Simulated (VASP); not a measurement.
# C in VASP: a series of runs, part 2 of 2

VASP 6.6.1. The steps go on from the part before.

## 3. Single point, PBE

Contents of INCAR:

```
  PREC = Accurate
  ENCUT = 520
  EDIFF = 1E-6
  ISMEAR = -1
  SIGMA = 0.5
  LREAL = False
  LASPH = True
  NELM = 60
  ALGO = Normal
  ISIF = 2
  LWAVE = False
  LCHARG = False
  GGA = PE
  NBANDS = 16
```

Contents of KPOINTS:

```
Automatic mesh
0
Gamma
  18 18 6
```

Contents of POSCAR:

```
C
1.0
    1.2280479700     -2.1270618200      0.0000000000
    1.2280479700      2.1270618200      0.0000000000
    0.0000000000      0.0000000000      7.1732677600
C
4
Direct
    0.0833794600      0.9166205400      0.7531376000
    0.5833794600      0.4166205400      0.2468624000
    0.9166205400      0.0833794600      0.2468624000
    0.4166205400      0.5833794600      0.7531376000
```

Potentials or basis: VASP PAW PBE potentials, release 64 (C).

Command:

```bash
cat potpaw_PBE.64/C/POTCAR > POTCAR
mpirun -np 1 vasp_std > vasp.out
```

Run time: 77 s. Hardware: 1 thread of Intel Xeon 6975P-C (Granite Rapids), shared host; peak memory 0.25 GiB.

Results (log left out):

```yaml
Free_energy: -36.9371 eV
Pressure: 4.6 GPa
Largest_force: 0.015 eV/Å
```

Forces in eV/Å, atoms in the order of the input:
```
C    0.000  0.013 -0.009
C    0.000  0.013  0.009
C    0.000 -0.013  0.009
C    0.000 -0.013 -0.009
```

Stress tensor (GPa, compression positive):
```
6.19 0.00 0.00
0.00 6.04 0.00
0.00 0.00 1.51
```

Caveat: the cell stands under pressure; so wide a smearing shifts energies and pressures; this functional lacks dispersion, which binds layers or chains, so the pressure and a relaxed spacing across them are unreliable.

## 4. Single point, PBE

Contents of INCAR:

```
SYSTEM = C
PREC     = Accurate       ! precision mode
ENCUT    = 520            ! plane-wave cutoff, eV
EDIFF    = 1E-6           ! SCF threshold, eV
ISMEAR   = 1              ! smearing method
SIGMA    = 0.5            ! smearing width, eV
LREAL    = .False.        ! projectors in reciprocal space
LASPH    = .True.         ! aspherical terms in the spheres
NELM     = 60             ! most SCF steps
ALGO     = Normal         ! electronic algorithm
ISIF     = 2              ! what is computed and relaxed
LWAVE    = .False.        ! write WAVECAR
LCHARG   = .False.        ! write CHGCAR
GGA      = PE             ! functional
NBANDS   = 16             ! bands
```

Contents of KPOINTS:

```
Automatic mesh
0
Gamma
  18 18 6
  0 0 0
```

POSCAR is that of step 3.

Potentials or basis: VASP PAW PBE potentials, release 64 (C).

Command:

```bash
cat potpaw_PBE.64/C/POTCAR > POTCAR
mpirun -np 1 vasp_std > vasp.out
```

OUTCAR:

```text
SYSTEM = C
   PREC = Accurate
   ENCUT = 520
   EDIFF = 1E-6
   ISMEAR = 1
   LREAL = .False.
   LASPH = .True.
   NELM = 60
   ISIF = 2
   GGA = PE

 ion  position               nearest neighbor table
   1  0.083  0.917  0.753-   4 1.42   4 1.42   4 1.42
   2  0.583  0.417  0.247-   3 1.42   3 1.42   3 1.42
   3  0.917  0.083  0.247-   2 1.42   2 1.42   2 1.42
   4  0.417  0.583  0.753-   1 1.42   1 1.42   1 1.42

  LATTYP: Found a hexagonal cell.
 ALAT       =     2.4561135566
 C/A-ratio  =     2.9205765918

  Lattice vectors:

 A1 = (   1.2280479700,  -2.1270618200,   0.0000000000)
 A2 = (   1.2280479700,   2.1270618200,   0.0000000000)
 A3 = (   0.0000000000,   0.0000000000,   7.1732677600)

Analysis of symmetry for initial positions (statically):
=====================================================================
 Subroutine PRICEL returns:
 Original cell was already a primitive cell.

 Routine SETGRP: Setting up the symmetry group for a
 hexagonal supercell.
[... 172 lines left out ...]

 E-fermi :   4.1827     XC(G=0):  -9.8826

 val. band max:        4.1660960173   @ k =   0.3333   0.3333   0.5000
 cond. band min:       4.1901411815   @ k =   0.3333   0.3333   0.5000
 fundamental gap:      0.0240451642
 Fermi energy:         4.1826929246

 k-point     1 :       0.0000    0.0000    0.0000
  band No.  band energies     occupation
      1     -15.5106      2.00000
      2     -15.3352      2.00000
      3      -4.1587      2.00000
      4      -2.7794      2.00000
      5       1.1497      2.00000
      6       1.1555      2.00000
[... 433 lines left out ...]
      3      -3.5338      2.00000
      4      -2.1843      2.00000
      5      -0.6340      2.00000
      6      -0.6170      2.00000
[... 8 lines left out ...]
     15      14.3274      0.00000
     16      14.3854      0.00000

 [... further k-points ...]

------------------------ aborting loop because EDIFF is reached ----------------------------------------

  FORCE on cell =-STRESS in cart. coord.  units (eV):
  Direction    XX          YY          ZZ          XY          YZ          ZX
  --------------------------------------------------------------------------------------
  -------------------------------------------------------------------------------------
  Total        1.2844046      1.2512300      0.3779806      0.0000000     -0.0000000      0.0000000
  in kB       54.9123414     53.4940224     16.1598612      0.0000000     -0.0000000      0.0000000
  external PRESSURE =      41.5220750 kB  Pullay stress =       0.0000000 kB

 VOLUME and BASIS-vectors are now :
 -----------------------------------------------------------------------------
  energy-cutoff  :      520.00
  volume of cell :       37.48
      direct lattice vectors                 reciprocal lattice vectors
     1.228047970 -2.127061820  0.000000000     0.407150219 -0.235066041  0.000000000
     1.228047970  2.127061820  0.000000000     0.407150219  0.235066041  0.000000000
     0.000000000  0.000000000  7.173267760     0.000000000  0.000000000  0.139406479

 POSITION                                       TOTAL-FORCE (eV/Angst)
 -----------------------------------------------------------------------------------
      1.22805      1.77236      5.40246         0.000000      0.023079     -0.008949
      1.22805     -0.35471      1.77081         0.000000      0.023079      0.008949
      1.22805     -1.77236      1.77081         0.000000     -0.023079      0.008949
      1.22805      0.35471      5.40246         0.000000     -0.023079     -0.008949
 -----------------------------------------------------------------------------------
    total drift:                                0.000000     -0.000000      0.000000

  FREE ENERGIE OF THE ION-ELECTRON SYSTEM (eV)
  ---------------------------------------------------
  free  energy   TOTEN  =       -36.8720045044 eV

  energy  without entropy=      -36.8751671064  energy(sigma->0) =      -36.87305871
```

stdout:

```text
POSCAR found type information on POSCAR C
 POSCAR found :  1 types and       4 ions
 scaLAPACK will be used
 LDA part: xc-table for (Slater+PW92), standard interpolation
 POSCAR, INCAR and KPOINTS ok, starting setup
 FFT: planning ... GRIDC
 FFT: planning ... GRID_SOFT
 FFT: planning ... GRID
 WAVECAR not read
 entering main loop
```

Run time: 71 s. Hardware: 1 thread of Intel Xeon 6975P-C (Granite Rapids), shared host; peak memory 0.26 GiB.

What came out:

| Quantity | Value |
| --- | --- |
| Free energy | -36.8720 eV |
| Pressure | 4.2 GPa |
| Largest force | 0.025 eV/Å |

Forces on the atoms (eV/Å):
```
C    0.000  0.023 -0.009
C    0.000  0.023  0.009
C    0.000 -0.023  0.009
C    0.000 -0.023 -0.009
```

Caveat: the cell stands under pressure; this functional lacks dispersion, which binds layers or chains, so the pressure and a relaxed spacing across them are unreliable.

## 5. Single point, PBE

Edit INCAR of step 4 so:

```diff
@@ -4,7 +4,7 @@
 EDIFF    = 1E-6           ! SCF threshold, eV
-ISMEAR   = 1              ! smearing method
-SIGMA    = 0.5            ! smearing width, eV
+ISMEAR   = 0              ! smearing method
+SIGMA    = 0.01           ! smearing width, eV
 LREAL    = .False.        ! projectors in reciprocal space
 LASPH    = .True.         ! aspherical terms in the spheres
-NELM     = 60             ! most SCF steps
+NELM     = 100            ! most SCF steps
 ALGO     = Normal         ! electronic algorithm
```

Contents of KPOINTS:

```
regular mesh
0
Gamma
  18 18 6
  0 0 0
```

POSCAR is that of step 4.

Command:

```bash
cat potpaw_PBE.64/C/POTCAR > POTCAR
mpirun -np 1 vasp_std > vasp.out
```

Wall time 68 s (1 thread of Intel Xeon 6975P-C (Granite Rapids), shared host); peak memory 0.26 GiB.

It converged, with:

| Quantity | Value |
| --- | --- |
| Free energy | -36.8722 eV |
| Pressure | 4.2 GPa |
| Largest force | 0.027 eV/Å |

Forces on the atoms (eV/Å):
```
C    0.000  0.026 -0.008
C    0.000  0.026  0.008
C    0.000 -0.026  0.008
C    0.000 -0.026 -0.008
```

Stress tensor (GPa, compression positive):
```
5.52 0.00 0.00
0.00 5.38 0.00
0.00 0.00 1.57
```

Caveat: the cell stands under pressure; this functional lacks dispersion, which binds layers or chains, so the pressure and a relaxed spacing across them are unreliable.

## 6. Single point, PBE

Contents of INCAR:

```
SYSTEM = C
PREC = Accurate
ENCUT = 520
EDIFF = 1E-7
ISMEAR = 0
SIGMA = 0.2
LREAL = .False.
LASPH = .True.
NELM = 60
ALGO = Normal
ISIF = 2
LWAVE = .False.
LCHARG = .True.
GGA = PE
LELF = .True.
LVHAR = .True.
NBANDS = 16
```

Contents of KPOINTS:

```
Automatic mesh
0
Gamma
  18 18 6
  0 0 0
```

POSCAR is that of step 5.

Potentials or basis: VASP PAW PBE potentials, release 64 (C).

Command:

```bash
cat potpaw_PBE.64/C/POTCAR > POTCAR
mpirun -np 1 vasp_std > vasp.out
```

It took 81 s on 1 thread of Intel Xeon 6975P-C (Granite Rapids), shared host; peak memory 0.26 GiB.

It converged, with:

```yaml
Free_energy: -36.8730 eV
Pressure: 4.2 GPa
Largest_force: 0.025 eV/Å
```

Forces on the atoms (eV/Å):
```
C    0.000  0.024 -0.009
C    0.000  0.024  0.009
C    0.000 -0.024  0.009
C    0.000 -0.024 -0.009
```

Stress tensor (GPa, compression positive):
```
5.52 0.00 0.00
0.00 5.38 0.00
0.00 0.00 1.62
```

Caveat: the cell stands under pressure; this functional lacks dispersion, which binds layers or chains, so the pressure and a relaxed spacing across them are unreliable.

## 7. Single point, PBE

Contents of INCAR:

```
SYSTEM = C
  PREC = Accurate
  ENCUT = 520
  EDIFF = 1E-6
  ISMEAR = -1
  SIGMA = 0.02
  LREAL = .False.
  LASPH = .True.
  NELM = 80
  ALGO = Normal
  ISIF = 2
  LWAVE = .False.
  LCHARG = .False.
  GGA = PE
  NBANDS = 16
```

Contents of KPOINTS:

```
regular mesh
0
Gamma
  18 18 6
  0 0 0
```

POSCAR is that of step 6.

Command:

```bash
cat potpaw_PBE.64/C/POTCAR > POTCAR
mpirun -np 1 vasp_std > vasp.out
```

Run time: 85 s. Hardware: 1 thread of Intel Xeon 6975P-C (Granite Rapids), shared host; peak memory 0.26 GiB.

It converged, with:

```
Free energy   : -36.8722 eV
Pressure      : 4.2 GPa
Largest force : 0.027 eV/Å
```

Forces in eV/Å, atoms in the order of the input:
```
C    0.000  0.025 -0.008
C    0.000  0.025  0.008
C    0.000 -0.025  0.008
C    0.000 -0.025 -0.008
```

Stress tensor (GPa, compression positive):
```
5.52 0.00 0.00
0.00 5.37 0.00
0.00 0.00 1.57
```

Caveat: the cell stands under pressure; this functional lacks dispersion, which binds layers or chains, so the pressure and a relaxed spacing across them are unreliable.

## 8. Summary

| cell | k mesh | smearing | pressure (GPa) | largest force (eV/Å) |
| --- | --- | --- | --- | --- |
| a = 2.468, b = 2.476, c = 7.149 Å, angles 91.9, 89.6, 120.9°, 4 atoms, atomic positions A | 10 × 10 × 4 | gaussian 0.1 eV | 3.3 | 2.97 |
| a = 2.456, b = 2.456, c = 7.173 Å, angles 90.0, 90.0, 120.0°, 4 atoms, atomic positions B | 18 × 18 × 6 | fermi-dirac 0.5 eV | 4.6 | 0.02 |
| a = 2.456, b = 2.456, c = 7.173 Å, angles 90.0, 90.0, 120.0°, 4 atoms, atomic positions B | 18 × 18 × 6 | methfessel-paxton 0.5 eV | 4.2 | 0.02 |
| a = 2.456, b = 2.456, c = 7.173 Å, angles 90.0, 90.0, 120.0°, 4 atoms, atomic positions B | 18 × 18 × 6 | gaussian 0.01 eV | 4.2 | 0.03 |
| a = 2.456, b = 2.456, c = 7.173 Å, angles 90.0, 90.0, 120.0°, 4 atoms, atomic positions B | 18 × 18 × 6 | gaussian 0.2 eV | 4.2 | 0.03 |
| a = 2.456, b = 2.456, c = 7.173 Å, angles 90.0, 90.0, 120.0°, 4 atoms, atomic positions B | 18 × 18 × 6 | fermi-dirac 0.02 eV | 4.2 | 0.03 |

Alike in all rows: task single point; level PBE; potentials or basis VASP PAW PBE potentials, release 64 (C); no spin polarisation; cutoff (eV) 520.

Caveats: this functional lacks dispersion, which binds layers or chains, so the pressure and a relaxed spacing across them are unreliable; the cell stands under pressure (at least some runs); the stress differs along the axes, from -5 to 13 GPa (at least some runs); forces of over 1 eV/Å act on the atoms, so gaps and moduli don't describe the material at rest (at least some runs); so wide a smearing shifts energies and pressures (at least some runs).

Absolute energies hang on the potentials; compare differences alone.
